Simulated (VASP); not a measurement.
Wanted: the native input for a VASP 6.6.1 run.

```
Task                   : single point
Functional             : LDA
Potentials or basis    : VASP PAW LDA potentials, release 64 (Pd)
Cutoff                 : 500 eV
k mesh                 : 10 × 10 × 10
Occupations            : fermi-dirac, width 0.05 eV
Spin                   : no spin polarisation
Dipole correction      : no
Further INCAR settings : ALGO = Normal; EDIFF = 1e-06; NBANDS = 11
```

The structure of Pd lies in POSCAR:

```
Pd
1.0
    1.5343379647      1.5343379647      1.5343379647
   -1.5343379647      1.5343379647      1.5343379647
   -1.5343379647     -1.5343379647      1.5343379647
Pd
1
Direct
    0.0000000000      0.0000000000      0.0000000000
```

These files were run (other wordings do the same):

INCAR

```
SYSTEM = Pd
PREC = Accurate
ENCUT = 500
EDIFF = 1E-6
ISMEAR = -1
SIGMA = 0.05
LREAL = .FALSE.
LASPH = .TRUE.
NELM = 120
ALGO = Normal
ISIF = 2
LWAVE = .FALSE.
LCHARG = .FALSE.
GGA = CA
NBANDS = 11
GGA_COMPAT = .FALSE.
```

KPOINTS

```
regular mesh
0
G
  10 10 10
  0 0 0
```

Potentials or basis: VASP PAW LDA potentials, release 64 (Pd).

Command:

```bash
$ cat potpaw_LDA.64/Pd/POTCAR > POTCAR
$ mpirun -np 1 vasp_std > vasp.out
```

Results of the run:

- Pressure: -2.9 GPa
- Band gap on the k mesh: zero (band 5 reaches 10.57 eV, above the bottom of band 6 at 8.94 eV)

Wall time 15 s on 1 thread of AMD EPYC 7R13, on a shared host, peak memory 0.09 GiB.
